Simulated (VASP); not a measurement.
Here is a VASP 6.6.1 calculation.

The input INCAR:

```
SYSTEM = Ir
PREC = Accurate
ENCUT = 520
EDIFF = 1E-6
ISMEAR = -1
SIGMA = 0.05
LREAL = .False.
LASPH = .True.
NELM = 60
ALGO = Normal
ISIF = 2
LWAVE = .False.
LCHARG = .False.
GGA = PE
NBANDS = 10
```

The input KPOINTS:

```
regular mesh
0
Gamma
  16 16 15
  0 0 0
```

Contents of POSCAR:

```
Ir
1.0
    2.3543490814      0.0000000000      0.0000000000
   -1.1771745407      2.0389261138      0.0000000000
    0.0000000000      0.0000000000      2.2499962457
Ir
1
Direct
    0.0000000000      0.0000000000      0.0000000000
```

Potentials or basis: VASP PAW PBE potentials, release 64 (Ir).

Run with:

```bash
$ cat potpaw_PBE.64/Ir/POTCAR > POTCAR
$ mpirun -np 1 vasp_std > vasp.out
```

Task: What does it give for the pressure?

Result: 280.9 GPa.

Stress tensor (GPa, compression positive):
```
282.50   0.00   0.00
  0.00 282.50   0.00
  0.00   0.00 277.85
```
